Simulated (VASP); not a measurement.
Here is a VASP 6.6.1 calculation.

Contents of INCAR:

```
SYSTEM = W
PREC = Accurate
ENCUT = 520
EDIFF = 1E-7
ISMEAR = 0
SIGMA = 0.15
LREAL = .FALSE.
LASPH = .TRUE.
NELM = 60
ALGO = Fast
ISIF = 2
LWAVE = .FALSE.
LCHARG = .TRUE.
GGA = CA
LELF = .TRUE.
LVHAR = .TRUE.
NBANDS = 13
```

Contents of KPOINTS:

```
Automatic mesh
0
G
  20 20 20
  0 0 0
```

File POSCAR:

```
W
1.0
    0.0000000000      1.9864787842      2.1354646930
    1.9864787842      0.0000000000      2.1354646930
    1.9864787842      1.9864787842      0.0000000000
W
1
Direct
    0.0000000000      0.0000000000      0.0000000000
```

Potentials or basis: VASP PAW LDA potentials, release 64 (W_sv).

Run with:

```bash
$ cat potpaw_LDA.64/W_sv/POTCAR > POTCAR
$ mpirun -np 1 vasp_std > vasp.out
```

Problem. What does it give for the band gap on the k mesh?

Solution. Zero (bands 7 and 8 overlap by 3.85 eV).

Problem. Predict the pressure.

Solution. -18.3 GPa.

Stress tensor (GPa, compression positive):
```
-22.16   0.00   0.00
  0.00 -22.16   0.00
  0.00   0.00 -10.58
```

Caveat: the cell differs from its parent crystal (engineering shear strain xz +0.0000, normal strain along z +0.0750); the stress differs along the axes, from -22 to -11 GPa; spin-orbit coupling is left out, which moves the levels of the heavy elements.
